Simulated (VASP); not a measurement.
Here is a VASP 6.6.1 calculation.

The input INCAR:

```
SYSTEM = HgS6
PREC = Accurate
ENCUT = 500
EDIFF = 1E-6
ISMEAR = 0
SIGMA = 0.1
LREAL = .False.
LASPH = .True.
NELM = 120
ALGO = Normal
ISIF = 2
LWAVE = .False.
LCHARG = .False.
GGA = PE
NBANDS = 37
GGA_COMPAT = .False.
```

Contents of KPOINTS:

```
regular mesh
0
Gamma
  6 6 6
  0 0 0
```

POSCAR

```
HgS6
1.0
    6.2848003437      0.0000000000      0.0000000000
    0.0000000000      6.2848003437      0.0000000000
    0.0000000000      0.0000000000      6.2848003437
Hg S
1 6
Direct
    0.0000000000      0.0000000000      0.0000000000
    0.8469168825      0.5000000000      0.5000000000
    0.1530831175      0.5000000000      0.5000000000
    0.5000000000      0.5000000000      0.8469168825
    0.5000000000      0.5000000000      0.1530831175
    0.5000000000      0.1530831175      0.5000000000
    0.5000000000      0.8469168825      0.5000000000
```

Potentials or basis: VASP PAW PBE potentials, release 64 (Hg_sv_GW, S).

Run with:

```bash
$ cat potpaw_PBE.64/Hg_sv_GW/POTCAR potpaw_PBE.64/S/POTCAR > POTCAR
$ mpirun -np 1 vasp_std > vasp.out
```

Q: Estimate the pressure.

A: -0.5 GPa.

Q: Estimate the band gap on the k mesh.

A: Zero (band 28 reaches 0.55 eV, above the bottom of band 29 at 0.53 eV).

Forces in eV/Å, atoms in the order of the input:
```
Hg   0.000  0.000  0.000
S    0.230  0.000  0.000
S   -0.230  0.000  0.000
S    0.000  0.000  0.230
S    0.000  0.000 -0.230
S    0.000 -0.230  0.000
S    0.000  0.230  0.000
```

Caveat: spin-orbit coupling is left out, which moves the levels of the heavy elements.
